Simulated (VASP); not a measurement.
Wanted: the native input for a VASP 6.6.1 run.

```
Task                   : single point
Functional             : PBE
Potentials or basis    : VASP PAW PBE potentials, release 64 (C)
Cutoff                 : 520 eV
k mesh                 : 12 × 12 × 12
Occupations            : gaussian, width 0.02 eV
Spin                   : no spin polarisation
Dipole correction      : no
Further INCAR settings : ALGO = Normal; EDIFF = 1e-06; NBANDS = 11
```

The structure of C lies in POSCAR:

```
C
1.0
    0.0000000000      1.7857311091      1.7857311091
    1.7857311091      0.0000000000      1.7857311091
    1.7857311091      1.7857311091      0.0000000000
C
2
Direct
    0.0000000000      0.0000000000      0.0000000000
    0.2500000000      0.2500000000      0.2500000000
```

These files were run (other wordings do the same):

INCAR

```
PREC = Accurate ; ENCUT = 520
EDIFF = 1E-6 ; ISMEAR = 0
SIGMA = 0.02 ; LREAL = F
LASPH = T ; NELM = 80
ALGO = Normal ; ISIF = 2
LWAVE = F ; LCHARG = F
GGA = PE ; NBANDS = 11
```

KPOINTS

```
Automatic mesh
0
Gamma
  12 12 12
```

Potentials or basis: VASP PAW PBE potentials, release 64 (C).

Command:

```bash
$ cat potpaw_PBE.64/C/POTCAR > POTCAR
$ mpirun -np 1 vasp_std > vasp.out
```

Results of the run:

The pressure is 0.7 GPa. The band gap on the k mesh is 4.14 eV, indirect (least direct gap 5.58 eV).

It took 7.9 s on 1 thread of AMD EPYC 7R13 Processor (Zen 3) (shared host), peak memory 0.09 GiB.
